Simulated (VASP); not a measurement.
A run of VASP 6.6.1 is set up as follows.

The input INCAR:

```
ALGO = Normal ; EDIFF = 1E-6
ENCUT = 520 ; GGA = PS
ISIF = 2 ; ISMEAR = 0
LASPH = True ; LCHARG = True
LELF = True ; LREAL = Auto
LVHAR = True ; LWAVE = False
NBANDS = 53 ; NELM = 100
PREC = Accurate ; SIGMA = 0.05
```

Contents of KPOINTS:

```
k-points
0
Gamma
  2 2 2
```

The input POSCAR:

```
Si16Ge
1.0
    0.0000000000      5.4300000000      5.4300000000
    5.4300000000      0.0000000000      5.4300000000
    5.4300000000      5.4300000000      0.0000000000
Si Ge
16 1
Direct
   -0.0066106814      0.0178810313     -0.0050342541
    0.1153659300      0.1225355433      0.1392756906
   -0.0190209945      0.0037408840      0.5110499079
    0.1055917127      0.1679488029      0.6203583794
   -0.0066780847      0.4934685083     -0.0049714549
    0.1487940147      0.6488877532      0.0530947514
    0.0232925414      0.5235463168      0.4294560773
    0.1058132597      0.6056401473      0.6204615101
    0.4861860958     -0.0135798343      0.0408805709
    0.6224567219      0.1225631676      0.1392758748
    0.5037785451      0.0037875691      0.5110354512
    0.6105744936      0.1106231123      0.6677848066
    0.5177621547      0.4934934622     -0.0049698895
    0.6223729282      0.6155926335      0.1392712707
    0.5036601289      0.4811034070      0.5110814917
    0.6676676796      0.6056059853      0.6204581031
    0.2883051565      0.7886657459      0.6343683241
```

Potentials or basis: VASP PAW PBE potentials, release 64 (Si, Ge_d).

Run with:

```console
$ cat potpaw_PBE.64/Si/POTCAR potpaw_PBE.64/Ge_d/POTCAR > POTCAR
$ mpirun -np 1 vasp_std > vasp.out
```

Estimate the largest force.

0.015 eV/Å.

Estimate the band gap on the k mesh.

zero (bands 39 and 40 overlap by 0.14 eV).

Predict the pressure.

3.6 GPa.

Stress tensor (GPa, compression positive):
```
 3.64 -0.71  0.71
-0.71  3.65  0.72
 0.71  0.72  3.65
```

Caveat: the k points lie up to 0.50 Å⁻¹ apart; the PAW data sets were made with another functional, which shifts forces and pressure a little.
